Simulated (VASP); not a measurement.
# Mg (I4/mmm) in VASP: further runs

Mg is run at these levels: PBE, r2SCAN; tasks: single point.

Everything below comes from runs of VASP 6.6.1. Logs are shortened: lines on timing, memory, paths and dates and some standing lists are left out, and cuts for length are marked.

### Step 1. The cell of the first run

Symmetry: I4/mmm, No. 139, tetragonal system. The conventional cell has a = 3.767 Å, b = 3.767 Å, c = 3.446 Å, α = 90.00°, β = 90.00°, γ = 90.00°. Within 4.2 Å of Mg (site symmetry 4/mmm) lie 14 Mg at 3.17 to 3.77 Å.

### Step 2. Single point, PBE

INCAR reads:

```
SYSTEM = Mg
PREC = Accurate
ENCUT = 600
EDIFF = 1E-6
ISMEAR = 0
SIGMA = 0.1
LREAL = .FALSE.
LASPH = .TRUE.
NELM = 120
ALGO = Normal
ISIF = 2
LWAVE = .FALSE.
LCHARG = .FALSE.
GGA = PE
NBANDS = 7
ISYM = 0
GGA_COMPAT = .FALSE.
```

KPOINTS reads:

```
Automatic mesh
0
Gamma
  7 2 7
  0 0 0.5
```

POSCAR reads:

```
Mg
1.0
   -1.8837009154      1.8837009154      1.7230442874
    1.8837009154     -1.8837009154      1.7230442874
    1.8837009154      1.8837009154     -1.7230442874
Mg
1
Direct
    0.0000000000      0.0000000000      0.0000000000
```

Potentials or basis: VASP PAW PBE potentials, release 64 (Mg).

On the command line:

```console
cat potpaw_PBE.64/Mg/POTCAR > POTCAR
mpirun -np 1 vasp_std > vasp.out
```

OUTCAR:

```text
SYSTEM = Mg
   PREC = Accurate
   ENCUT = 600
   EDIFF = 1E-6
   ISMEAR = 0
   LREAL = .FALSE.
   LASPH = .TRUE.
   NELM = 120
   ISIF = 2
   GGA = PE
   ISYM = 0

 ion  position               nearest neighbor table
   1  0.000  0.000  0.000-

IMPORTANT INFORMATION: All symmetrisations will be switched off!
NOSYMM: (Re-)initialisation of all symmetry stuff for point group C_1.

----------------------------------------------------------------------------------------

                                     Primitive cell

  volume of cell :      24.4557

  direct lattice vectors                    reciprocal lattice vectors
    -1.883700915  1.883700915  1.723044287     0.000000000  0.265434919  0.290184068
     1.883700915 -1.883700915  1.723044287     0.265434919  0.000000000  0.290184068
     1.883700915  1.883700915 -1.723044287     0.265434919  0.265434919  0.000000000

  length of vectors
     3.172623503  3.172623503  3.172623503     0.393271521  0.393271521  0.375381662

  position of ions in fractional coordinates (direct lattice)
     0.000000000  0.000000000  0.000000000

  ion indices of the primitive-cell ions
   primitive index   ion index
                 1           1

----------------------------------------------------------------------------------------

 KPOINTS: Automatic mesh

Automatic generation of k-mesh.
 Grid dimensions read from file:
 generate k-points for:    7    2    7

 Generating k-lattice:

  Cartesian coordinates                     Fractional coordinates (reciprocal lattice)
     0.000000000  0.037919274  0.041454867     0.142857143  0.000000000 -0.000000000
     0.132717460  0.000000000  0.145092034     0.000000000  0.500000000 -0.000000000
     0.037919274  0.037919274  0.000000000     0.000000000  0.000000000  0.142857143

  Length of vectors
     0.056181646  0.196635761  0.053625952

  Shift w.r.t. Gamma in fractional coordinates (k-lattice)
     0.000000000  0.000000000  0.500000000

 -----------------------------------------------------------------------------
|                                                                             |
|           W    W    AA    RRRRR   N    N  II  N    N   GGGG   !!!           |
|           W    W   A  A   R    R  NN   N  II  NN   N  G    G  !!!           |
|           W    W  A    A  R    R  N N  N  II  N N  N  G       !!!           |
|           W WW W  AAAAAA  RRRRR   N  N N  II  N  N N  G  GGG   !            |
|           WW  WW  A    A  R   R   N   NN  II  N   NN  G    G                |
|           W    W  A    A  R    R  N    N  II  N    N   GGGG   !!!           |
[... 69 lines left out ...]
   NFREE  =      0    steps in history (QN), initial steepest desc. (CG)
   ISIF   =      2    stress and relaxation
   ISYM   =      0    0-nonsym 1-usesym 2-fastsym
   POTIM  = 0.5000    time-step for ionic-motion
   TEBEG  =    0.0;   TEEND  =   0.0 temperature during run
   PSTRESS=    0.0 pullay stress
   NELECT =       2.0000    total number of electrons
   NUPDOWN=      -1.0000    fix difference up-down
   EMIN   =  10.00;   EMAX   =-10.00  energy-range for DOS
   EFERMI =   0.00;   METHOD = LEGACY
   ISMEAR =     0;   SIGMA  =   0.10  broadening in eV -4-tet -1-fermi 0-gaus
   EFERMI_NEDOS =   21; number of points for ismear=-14 and -15
   IALGO  =     38    algorithm
   IMIX   =      4    mixing-type and parameters
     AMIX     =   0.40;   BMIX     =  1.00
     AMIX_MAG =   1.60;   BMIX_MAG =  1.00
  volume/ion in A,a.u.               =      24.46       165.04
  Fermi-wavevector in a.u.,A,eV,Ry     =   0.710599  1.342838  6.870279  0.504951
  Thomas-Fermi vector in A             =   1.797489
   LORBIT       =      0    0 simple, 1 ext, 2 COOP (PROOUT), +10 PAW based schemes
   GGA     = PE    functional components
   LHFCALC =     F    Hartree Fock is set to
   AEXX    =    0.0000 exact exchange contribution
   IVDW    =     0    specifies the selected vdW correction
   LEPSILON=     F    determine dielectric tensor
   LRPA    =     F    only Hartree local field effects (RPA)
 non-spin polarized calculation
 Gauss-broadening in eV      SIGMA  =   0.10
  energy-cutoff  :      600.00
  volume of cell :       24.46
 maximum number of plane-waves:       837
 NGX is ok and might be reduce to    28
   NGX = 13   NGY = 13   NGZ = 13

 number of electron       2.0000000 magnetization

 Free energy of the ion-electron system (eV)
  ---------------------------------------------------
  ext. energy  EPLUGINS =         0.00000000
  ---------------------------------------------------
  free energy    TOTEN  =        -1.31861511 eV

  energy without entropy =       -1.31383504  energy(sigma->0) =       -1.31622507

 E-fermi :   2.2483     XC(G=0):  -8.3007

 val. band max:        2.2328279859   @ k =   0.0000   0.5000   0.0714
 cond. band min:       2.2635730440   @ k =   0.4286   0.5000   0.3571
 fundamental gap:      0.0307450581
 Fermi energy:         2.2482708349

 k-point     1 :       0.0000    0.0000    0.0714
  band No.  band energies     occupation
      1      -4.2411      2.00000
      2      12.5253      0.00000
      3      15.0530      0.00000
      4      15.1260      0.00000
      5      15.2115      0.00000
      6      15.8806      0.00000
      7      16.8982      0.00000
[... 221 lines left out ...]
 k-point    24 :       0.2857    0.5000    0.2143
  band No.  band energies     occupation
      1      -0.3197      2.00000
      2       3.9837      0.00000
      3       6.6561      0.00000
      4      10.8393      0.00000
      5      15.2721      0.00000
      6      16.7355      0.00000
      7      18.9353      0.00000

 [... further k-points ...]

------------------------ aborting loop because EDIFF is reached ----------------------------------------

  FORCE on cell =-STRESS in cart. coord.  units (eV):
  Direction    XX          YY          ZZ          XY          YZ          ZX
  --------------------------------------------------------------------------------------
  -------------------------------------------------------------------------------------
  Total       -0.2589362     -0.2524630     -0.1667510     -0.9754650     -0.7350599      0.6523559
  in kB      -16.9637947    -16.5397158    -10.9244249    -63.9060430    -48.1562874     42.7380633
  external PRESSURE =     -14.8093118 kB  Pullay stress =       0.0000000 kB

 VOLUME and BASIS-vectors are now :
 -----------------------------------------------------------------------------
  energy-cutoff  :      600.00
  volume of cell :       24.46
      direct lattice vectors                 reciprocal lattice vectors
    -1.883700915  1.883700915  1.723044287     0.000000000  0.265434919  0.290184068
     1.883700915 -1.883700915  1.723044287     0.265434919  0.000000000  0.290184068
     1.883700915  1.883700915 -1.723044287     0.265434919  0.265434919  0.000000000

 POSITION                                       TOTAL-FORCE (eV/Angst)
 -----------------------------------------------------------------------------------
      0.00000      0.00000      0.00000        -0.000000     -0.000000     -0.000000
 -----------------------------------------------------------------------------------
    total drift:                               -0.000000     -0.000000     -0.000000

  FREE ENERGIE OF THE ION-ELECTRON SYSTEM (eV)
  ---------------------------------------------------
  free  energy   TOTEN  =        -1.3186151073 eV

  energy  without entropy=       -1.3138350360  energy(sigma->0) =       -1.31622507
```

OSZICAR:

```text
N       E                     dE             d eps       ncg     rms          rms(c)
DAV:   1    -0.509090906951E+00   -0.50909E+00   -0.78374E+02   742   0.214E+02
DAV:   2    -0.132367141762E+01   -0.81458E+00   -0.79443E+00   875   0.120E+01
DAV:   3    -0.132671017931E+01   -0.30388E-02   -0.30369E-02   917   0.874E-01
DAV:   4    -0.132671660324E+01   -0.64239E-05   -0.64237E-05   987   0.313E-02
DAV:   5    -0.132671662923E+01   -0.25987E-07   -0.25953E-07   910   0.139E-03    0.688E-01
DAV:   6    -0.132302740909E+01    0.36892E-02   -0.41964E-04   777   0.143E-01    0.441E-01
DAV:   7    -0.131860712200E+01    0.44203E-02   -0.18868E-03   728   0.257E-01    0.266E-02
DAV:   8    -0.131861587871E+01   -0.87567E-05   -0.11508E-05   994   0.204E-02    0.606E-03
DAV:   9    -0.131861510731E+01    0.77140E-06   -0.82142E-07   805   0.374E-03
   1 F= -.13186151E+01 E0= -.13162251E+01  d E =-.478007E-02
```

Run time: 4.1 s. Hardware: 1 thread of Intel Xeon 6975P-C (Granite Rapids), shared host; peak memory 0.15 GiB.

What came out:

```yaml
Free_energy: -1.3186 eV
Pressure: -1.5 GPa
Band_gap_on_the_k_mesh: zero (band 1 reaches 4.42 eV, above the bottom of band 2 at 0.99 eV)
```

Caveat: the k points lie up to 1.24 Å⁻¹ apart.

### Step 3. Single point, PBE

This run uses another cell than the first one, of 22.64 Å³/atom, 0.926 times its volume.

Edit INCAR of step 2 so:

```diff
@@ -4,3 +4,3 @@
 EDIFF = 1E-6
-ISMEAR = 0
+ISMEAR = -4
 SIGMA = 0.1
@@ -14,4 +14,4 @@
 GGA = PE
+NELECT = 1.0
 NBANDS = 7
-ISYM = 0
 GGA_COMPAT = .FALSE.
```

KPOINTS reads:

```
regular mesh
0
G
  8 8 8
  0 0 0
```

POSCAR reads:

```
Mg
1.0
   -1.8359916300      1.8359916300      1.6794040200
    1.8359916300     -1.8359916300      1.6794040200
    1.8359916300      1.8359916300     -1.6794040200
Mg
1
Direct
    0.0000000000      0.0544664792      0.0544664792
```

Potentials or basis: VASP PAW PBE potentials, release 64 (Mg).

On the command line:

```console
cat potpaw_PBE.64/Mg/POTCAR > POTCAR
mpirun -np 1 vasp_std > vasp.out
```

It took 5.2 s on 1 thread of Intel Xeon 6975P-C (Granite Rapids), shared host; peak memory 0.16 GiB.

Results (log left out):

```yaml
Free_energy: -3.4242 eV
```

Levels at points of the mesh, in eV from the Fermi level:
```tsv
k point	band 1	band 2	band 3	band 4	band 5
(0.00, 0.00, 0.00)	-4.55	14.43	16.27	16.27	16.60
(0.50, 0.00, 0.00)	1.12	1.76	10.69	11.37	12.18
(0.50, 0.50, 0.00)	0.73	1.09	12.31	12.88	13.95
(0.50, 0.50, 0.50)	5.67	5.67	6.12	6.62	7.81
```

Caveat: the cell carries a net charge on a neutralising background, which shifts energy and pressure; the cell is charged against a uniform background, so pressure and absolute levels hang on convention.

### Step 4. Single point, r2SCAN

This run uses another cell than the first one, of 22.64 Å³/atom, 0.926 times its volume.

Edit POSCAR of step 3 so:

```diff
@@ -8,2 +8,2 @@
 Direct
-    0.0000000000      0.0544664792      0.0544664792
+    0.0000000000      0.0000000000      0.0000000000
```

INCAR.step1 reads:

```
SYSTEM = Mg
ALGO = Normal
EDIFF = 1E-5
ENCUT = 660
GGA = PE
GGA_COMPAT = .FALSE.
ISMEAR = 0
ISYM = 0
LASPH = .TRUE.
LCHARG = .FALSE.
LREAL = .FALSE.
LWAVE = .TRUE.
NBANDS = 7
NELM = 120
PREC = Accurate
SIGMA = 0.1
```

INCAR.step2 reads:

```
SYSTEM = Mg
ALGO = Normal
EDIFF = 1E-6
ENCUT = 660
GGA_COMPAT = .FALSE.
ISIF = 2
ISMEAR = 0
ISTART = 1
ISYM = 0
LASPH = .TRUE.
LCHARG = .TRUE.
LELF = .TRUE.
LMIXTAU = .TRUE.
LREAL = .FALSE.
LVHAR = .TRUE.
LWAVE = .FALSE.
METAGGA = R2SCAN
NBANDS = 7
NELM = 120
PREC = Accurate
SIGMA = 0.1
```

KPOINTS reads:

```
Automatic mesh
0
Gamma
  4 4 4
  0 0 0.5
```

On the command line:

```console
cat potpaw_PBE.64/Mg/POTCAR > POTCAR
cp INCAR.step1 INCAR
mpirun -np 1 vasp_std > vasp.out
cp INCAR.step2 INCAR
mpirun -np 1 vasp_std > vasp.out
```

Wall time 22 s (1 thread of Intel Xeon 6975P-C (Granite Rapids), shared host); peak memory 0.17 GiB.

The run converged. Its results:

* Free energy: -4.1811 eV
* Pressure: -0.3 GPa
* Band gap on the k mesh: zero (band 1 reaches 3.86 eV, above the bottom of band 2 at 1.81 eV)

Stress tensor (GPa, compression positive):
```
 2.21  0.00  0.00
 0.00  2.21  0.00
 0.00  0.00 -5.17
```

Levels at points of the mesh, in eV from the Fermi level:
```csv
k point,band 1,band 2,band 3,band 4,band 5,band 6
"(0.00, 0.00, 0.12)",-7.25,9.41,13.32,13.55,14.03,15.13
```

Caveat: the k points lie up to 0.63 Å⁻¹ apart; the PAW data sets were made with another functional, which shifts forces and pressure a little.
